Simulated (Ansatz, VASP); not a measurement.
One calculation of NaY3, two programs

The input INCAR:

```
SYSTEM = NaY3
  PREC = Accurate
  ENCUT = 520
  EDIFF = 1E-7
  ISMEAR = -1
  SIGMA = 0.05
  LREAL = .False.
  LASPH = .True.
  NELM = 80
  ALGO = Fast
  ISIF = 2
  LWAVE = .False.
  LCHARG = .False.
  GGA = PE
  NBANDS = 28
```

File KPOINTS:

```
Automatic mesh
0
Gamma
  8 8 8
  0 0 0
```

Contents of POSCAR:

```
NaY3
1.0
   -2.4676713071      2.4676713071      5.5753290675
    2.4676713071     -2.4676713071      5.5753290675
    2.4676713071      2.4676713071     -5.5753290675
Y Na
3 1
Direct
    0.5000000000      0.5000000000      0.0000000000
    0.2500000000      0.7500000000      0.5000000000
    0.7500000000      0.2500000000      0.5000000000
    0.0000000000      0.0000000000      0.0000000000
```

File input.yaml:

```yaml
crystal:
  lattice:
    - [-2.4676713071, 2.4676713071, 5.5753290675]
    - [2.4676713071, -2.4676713071, 5.5753290675]
    - [2.4676713071, 2.4676713071, -5.5753290675]
  atoms:
    - { symbol: "Y", position: [0.5, 0.5, 0.0] }
    - { symbol: "Y", position: [0.25, 0.75, 0.5] }
    - { symbol: "Y", position: [0.75, 0.25, 0.5] }
    - { symbol: Na, position: [0.0, 0.0, 0.0] }
hamiltonian:
  xc: pbe
  pseudopotentials: { kind: paw }
kpoints:
  mp_grid: { grid: [8, 8, 8] }
scf:
  occupations: { method: fermi_dirac, width: 0.05 }
output:
  forces: true
  stress: true
  eigenvalues: true
```

Alike in both runs: task single point; functional PBE; k mesh 8 × 8 × 8; occupations fermi-dirac, width 0.05 eV; no spin polarisation.

```csv
,VASP,Ansatz
version,VASP 6.6.1,Ansatz 0.2.0
potentials or method,"VASP PAW PBE potentials, release 64 (Y_sv, Na_pv)",Ansatz PAW
plane-wave cutoff (eV),520,420
valence electrons in the cell,40,42
```

Ansatz gave:

| Quantity | Value |
| --- | --- |
| gap on the k mesh at the Fermi level (eV) | none |
| pressure (GPa) | -1.2 |
| traceless stress, the component that is largest in VASP (GPa) | -0.33 |

Question: What did VASP give for the same quantities?

Answer: gap on the k mesh at the Fermi level (eV): none; pressure (GPa): -1.3; traceless stress, the component that is largest in VASP (GPa): -0.35.

A gap of «none» marks a metal or a gap that the smearing closes. VASP's potentials hold 40 valence electrons a cell and Ansatz's 42, so a difference there can come from the potentials and not from the codes.
